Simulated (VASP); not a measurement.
# Mo (Im-3m) in VASP: elastic constants with PBE

Aim: the elastic constants of Mo with PBE.

Program: VASP 6.6.1. These are calculated values, not measurements. Logs are shortened: lines on timing, memory, paths and dates and some standing lists are left out, and cuts for length are marked.

### 1 The cell of the first run

The structure is cubic, space group Im-3m (No. 229). The conventional cell has a = 3.025 Å, b = 3.025 Å, c = 3.025 Å, α = 90.00°, β = 90.00°, γ = 90.00°. Mo (site symmetry m-3m) has 14 Mo at 2.62 to 3.02 Å within 3.5 Å.

### 2 Elastic constants, PBE

INCAR reads:

```
PREC = Accurate
ENCUT = 600
EDIFF = 1E-8
ISMEAR = -1
SIGMA = 0.15
LREAL = F
LASPH = T
NELM = 100
ALGO = Fast
ISIF = 3
LWAVE = F
LCHARG = F
GGA = PE
NBANDS = 13
IBRION = 6
NFREE = 2
POTIM = 0.015
NSW = 1
```

KPOINTS reads:

```
Automatic mesh
0
Gamma
  20 20 20
```

POSCAR reads:

```
Mo
1.0
   -1.5124833508      1.5124833508      1.5124833508
    1.5124833508     -1.5124833508      1.5124833508
    1.5124833508      1.5124833508     -1.5124833508
Mo
1
Direct
    0.0000000000      0.0000000000      0.0000000000
```

Potentials or basis: VASP PAW PBE potentials, release 64 (Mo_sv).

On the command line:

```console
$ cat potpaw_PBE.64/Mo_sv/POTCAR > POTCAR
$ mpirun -np 1 vasp_std > vasp.out
```

OUTCAR:

```text
PREC = Accurate
   ENCUT = 600
   EDIFF = 1E-8
   ISMEAR = -1
   LREAL = F
   LASPH = T
   NELM = 100
   ISIF = 3
   GGA = PE
   IBRION = 6
   NFREE = 2
   POTIM = 0.015
   NSW = 1

 ion  position               nearest neighbor table
   1  0.000  0.000  0.000-

  LATTYP: Found a body centered cubic cell.
 ALAT       =     3.0249667016

  Lattice vectors:

 A1 = (  -1.5124833508,   1.5124833508,   1.5124833508)
 A2 = (   1.5124833508,  -1.5124833508,   1.5124833508)
 A3 = (   1.5124833508,   1.5124833508,  -1.5124833508)

Analysis of symmetry for initial positions (statically):
=====================================================================
 Subroutine PRICEL returns:
 Original cell was already a primitive cell.

 Routine SETGRP: Setting up the symmetry group for a
 body centered cubic supercell.

 Subroutine GETGRP returns: Found 48 space group operations
 (whereof 48 operations were pure point group operations)
 out of a pool of 48 trial point group operations.

The static configuration has the point symmetry O_h .

Analysis of symmetry for dynamics (positions and initial velocities):
=====================================================================
 Subroutine PRICEL returns:
 Original cell was already a primitive cell.

 Routine SETGRP: Setting up the symmetry group for a
 body centered cubic supercell.

 Subroutine GETGRP returns: Found 48 space group operations
 (whereof 48 operations were pure point group operations)
 out of a pool of 48 trial point group operations.

The dynamic configuration has the point symmetry O_h .

 Subroutine INISYM returns: Found 48 space group operations
 (whereof 48 operations are pure point group operations),
 and found     1 'primitive' translations

----------------------------------------------------------------------------------------

                                     Primitive cell

  volume of cell :      13.8399

  direct lattice vectors                    reciprocal lattice vectors
    -1.512483351  1.512483351  1.512483351     0.000000000  0.330582151  0.330582151
     1.512483351 -1.512483351  1.512483351     0.330582151  0.000000000  0.330582151
     1.512483351  1.512483351 -1.512483351     0.330582151  0.330582151  0.000000000

  length of vectors
     2.619698009  2.619698009  2.619698009     0.467513762  0.467513762  0.467513762

  position of ions in fractional coordinates (direct lattice)
     0.000000000  0.000000000  0.000000000

  ion indices of the primitive-cell ions
   primitive index   ion index
                 1           1

----------------------------------------------------------------------------------------

 KPOINTS: Automatic mesh

Automatic generation of k-mesh.
 Grid dimensions read from file:
 generate k-points for:   20   20   20

 Generating k-lattice:

  Cartesian coordinates                     Fractional coordinates (reciprocal lattice)
     0.000000000  0.016529108  0.016529108     0.050000000  0.000000000  0.000000000
     0.016529108  0.000000000  0.016529108     0.000000000  0.050000000  0.000000000
     0.016529108  0.016529108  0.000000000     0.000000000  0.000000000  0.050000000

  Length of vectors
     0.023375688  0.023375688  0.023375688

  Shift w.r.t. Gamma in fractional coordinates (k-lattice)
     0.000000000  0.000000000  0.000000000

 Subroutine IBZKPT returns following result:
 ===========================================

 Found    256 irreducible k-points:

 Following reciprocal coordinates:
            Coordinates               Weight
  0.000000  0.000000  0.000000      1.000000
  0.050000  0.000000  0.000000     12.000000
  0.100000  0.000000  0.000000     12.000000
  0.150000  0.000000  0.000000     12.000000
  0.200000  0.000000  0.000000     12.000000
  0.250000  0.000000  0.000000     12.000000
[... 16 lines left out ...]
  0.200000  0.100000 -0.000000     48.000000
  0.250000  0.100000 -0.000000     48.000000
 [... further k-points ...]
   k-points           NKPTS =    256   k-points in BZ     NKDIM =    256   number of bands    NBANDS=     13
   number of dos      NEDOS =    301   number of ions     NIONS =      1
   total plane-waves  NPLWV =  13824
   dimension x,y,z NGX =    24 NGY =   24 NGZ =   24
   dimension x,y,z NGXF=    48 NGYF=   48 NGZF=   48
[... 22 lines left out ...]
   TEBEG  =    0.0;   TEEND  =   0.0 temperature during run
   PSTRESS=    0.0 pullay stress
   NELECT =      14.0000    total number of electrons
   NUPDOWN=      -1.0000    fix difference up-down
   EMIN   =  10.00;   EMAX   =-10.00  energy-range for DOS
   EFERMI =   0.00;   METHOD = LEGACY
   ISMEAR =    -1;   SIGMA  =   0.15  broadening in eV -4-tet -1-fermi 0-gaus
   EFERMI_NEDOS =   21; number of points for ismear=-14 and -15
   IALGO  =     68    algorithm
   IMIX   =      4    mixing-type and parameters
     AMIX     =   0.40;   BMIX     =  1.00
     AMIX_MAG =   1.60;   BMIX_MAG =  1.00
  volume/ion in A,a.u.               =      13.84        93.40
  Fermi-wavevector in a.u.,A,eV,Ry     =   1.643388  3.105554 36.745605  2.700726
  Thomas-Fermi vector in A             =   2.733531
   LORBIT       =      0    0 simple, 1 ext, 2 COOP (PROOUT), +10 PAW based schemes
   GGA     = PE    functional components
   LHFCALC =     F    Hartree Fock is set to
   AEXX    =    0.0000 exact exchange contribution
   IVDW    =     0    specifies the selected vdW correction
   LEPSILON=     F    determine dielectric tensor
   LRPA    =     F    only Hartree local field effects (RPA)
 finite differences with symmetry
 non-spin polarized calculation
 RMM-DIIS sequential band-by-band and
  energy-cutoff  :      600.00
  volume of cell :       13.84
 maximum number of plane-waves:       476
 NGX is ok and might be reduce to    24
   NGX = 11   NGY = 11   NGZ = 11

--------------------------------------- Ionic step        1  -------------------------------------------

 number of electron      14.0000002 magnetization

 Free energy of the ion-electron system (eV)
  ---------------------------------------------------
  ext. energy  EPLUGINS =         0.00000000
  ---------------------------------------------------
  free energy    TOTEN  =       -10.70515335 eV

  energy without entropy =      -10.65990408  energy(sigma->0) =      -10.68252872

------------------------ aborting loop because EDIFF is reached ----------------------------------------

  FORCE on cell =-STRESS in cart. coord.  units (eV):
  Direction    XX          YY          ZZ          XY          YZ          ZX
  --------------------------------------------------------------------------------------
  -------------------------------------------------------------------------------------
  Total        3.9576913      3.9576913      3.9576913      0.0000000     -0.0000000     -0.0000000
  in kB      458.1637201    458.1637201    458.1637201      0.0000000     -0.0000000     -0.0000000
  external PRESSURE =     458.1637201 kB  Pullay stress =       0.0000000 kB
[... 86 lines left out ...]
  FREE ENERGIE OF THE ION-ELECTRON SYSTEM (eV)
  ---------------------------------------------------
  free  energy   TOTEN  =       -10.6388049272 eV

  energy  without entropy=      -10.5937229157  energy(sigma->0) =      -10.61626392

[... ionic steps 4 to 12 ...]

--------------------------------------- Ionic step       13  -------------------------------------------

 number of electron      14.0000001 magnetization

------------------------ aborting loop because EDIFF is reached ----------------------------------------
[... 65 lines left out ...]
--------------------------------------- Ionic step       15  -------------------------------------------

 number of electron      14.0000001 magnetization

 Free energy of the ion-electron system (eV)
  ---------------------------------------------------
  ext. energy  EPLUGINS =         0.00000000
  ---------------------------------------------------
  free energy    TOTEN  =       -10.70515243 eV

  energy without entropy =      -10.65990317  energy(sigma->0) =      -10.68252780

 E-fermi :  14.6809     XC(G=0): -14.0896

 val. band max:       14.6717584528   @ k =  -0.2500   0.3000   0.1000
 cond. band min:      14.6926397277   @ k =  -0.2500   0.3500   0.1000
 fundamental gap:      0.0208812748
 Fermi energy:        14.6808718079

 k-point     1 :       0.0000    0.0000    0.0000
  band No.  band energies     occupation
      1     -46.6782      2.00000
      2     -19.6002      2.00000
      3     -19.6002      2.00000
      4     -19.6002      2.00000
      5       7.0706      2.00000
      6      13.0334      1.99997
      7      13.0334      1.99997
      8      13.0334      1.99997
      9      16.5367      0.00001
     10      16.5367      0.00001
     11      29.6355      0.00000
     12      29.6355      0.00000
     13      29.6355      0.00000
[... 354 lines left out ...]
  band No.  band energies     occupation
      1     -46.3834      2.00000
      2     -20.9902      2.00000
      3     -20.0510      2.00000
      4     -19.6864      2.00000
      5       9.5188      2.00000
      6      11.3868      2.00000
      7      12.9256      1.99998
      8      15.8187      0.00102
      9      17.1818      0.00000
     10      17.7378      0.00000
     11      29.6041      0.00000
     12      31.4589      0.00000
     13      35.2076      0.00000

 [... further k-points ...]
[... 5 lines left out ...]
  --------------------------------------------------------------------------------------
  -------------------------------------------------------------------------------------
  Total        3.9576519      3.9576519      3.9576519      0.0000000      0.0000000     -0.0000000
  in kB      458.1591586    458.1591586    458.1591586      0.0000000      0.0000000     -0.0000000
  external PRESSURE =     458.1591586 kB  Pullay stress =       0.0000000 kB
[... 16 lines left out ...]
  FREE ENERGIE OF THE ION-ELECTRON SYSTEM (eV)
  ---------------------------------------------------
  free  energy   TOTEN  =       -10.7051524293 eV

  energy  without entropy=      -10.6599031672  energy(sigma->0) =      -10.68252780

 INTERNAL STRAIN TENSORS FROM STRAINED CELLS
 ============================================

 INTERNAL STRAIN TENSOR FOR ION    1 for displacements in x,y,z  (eV/Angst):
          X           Y           Z          XY          YZ          ZX
  --------------------------------------------------------------------------------
  x     0.00000    -0.00000    -0.00000     0.00000     0.00000     0.00000
  y    -0.00000    -0.00000     0.00000     0.00000     0.00000    -0.00000
  z     0.00000    -0.00000    -0.00000    -0.00000     0.00000     0.00000

 INTERNAL STRAIN TENSORS FROM DISPLACED ATOMS
 ============================================

 INTERNAL STRAIN TENSOR FOR ION    1 for displacements in x,y,z  (eV/Angst):
          X           Y           Z          XY          YZ          ZX
  --------------------------------------------------------------------------------
  x     0.00000     0.00000     0.00000     0.00000     0.00000     0.00000
  y     0.00000     0.00000     0.00000     0.00000     0.00000     0.00000
  z     0.00000     0.00000     0.00000     0.00000     0.00000     0.00000

 Eigenvectors and eigenvalues of the dynamical matrix
 ----------------------------------------------------

   1 f/i=    0.000000 THz     0.000000 2PiTHz    0.000000 cm-1     0.000000 meV
             X         Y         Z           dx          dy          dz
      0.000000  0.000000  0.000000     0.868243   -0.496139    0.000000

   2 f/i=    0.000000 THz     0.000000 2PiTHz    0.000000 cm-1     0.000000 meV
             X         Y         Z           dx          dy          dz
      0.000000  0.000000  0.000000    -0.496139   -0.868243    0.000000

   3 f/i=    0.000000 THz     0.000000 2PiTHz    0.000000 cm-1     0.000000 meV
             X         Y         Z           dx          dy          dz
      0.000000  0.000000  0.000000     0.000000    0.000000    1.000000

--------------------------------------------------------------------------------------------------------

 ELASTIC MODULI CONTR FROM IONIC RELAXATION (kBar)
 Direction    XX          YY          ZZ          XY          YZ          ZX
 --------------------------------------------------------------------------------
 XX           0.0000      0.0000      0.0000      0.0000      0.0000      0.0000
 YY           0.0000      0.0000      0.0000      0.0000      0.0000      0.0000
 ZZ           0.0000      0.0000      0.0000      0.0000      0.0000      0.0000
 XY           0.0000      0.0000      0.0000      0.0000      0.0000      0.0000
 YZ           0.0000      0.0000      0.0000      0.0000      0.0000      0.0000
 ZX           0.0000      0.0000      0.0000      0.0000      0.0000      0.0000
 --------------------------------------------------------------------------------

 TOTAL ELASTIC MODULI (kBar)
 Direction    XX          YY          ZZ          XY          YZ          ZX
 --------------------------------------------------------------------------------
 XX        6534.9667   2582.4096   2582.4096     -0.0000      0.0000     -0.0000
 YY        2582.4096   6534.9667   2582.4096     -0.0000      0.0000      0.0000
 ZZ        2582.4096   2582.4096   6534.9667      0.0000      0.0000      0.0000
 XY          -0.0000     -0.0000      0.0000   1559.7835     -0.0000      0.0000
 YZ           0.0000      0.0000      0.0000     -0.0000   1559.7835      0.0000
 ZX          -0.0000      0.0000      0.0000      0.0000      0.0000   1559.7835
 --------------------------------------------------------------------------------
```

It took 17 min on 1 thread of Intel Xeon 6975P-C (Granite Rapids), shared host; peak memory 0.83 GiB.

Results:

```
Elastic constants C11, C12, C44 : 653, 258, 156 GPa
Voigt bulk modulus              : 390 GPa
```

Elastic tensor in Voigt notation (GPa, in the Cartesian axes of the cell as first typed):
```
653 258 258   0   0   0
258 653 258   0   0   0
258 258 653   0   0   0
  0   0   0 156   0   0
  0   0   0   0 156   0
  0   0   0   0   0 156
```

Clamped-ion elastic tensor (GPa):
```
653 258 258   0   0   0
258 653 258   0   0   0
258 258 653   0   0   0
  0   0   0 156   0   0
  0   0   0   0 156   0
  0   0   0   0   0 156
```

Caveat: the cell is under stress, which shifts elastic constants.
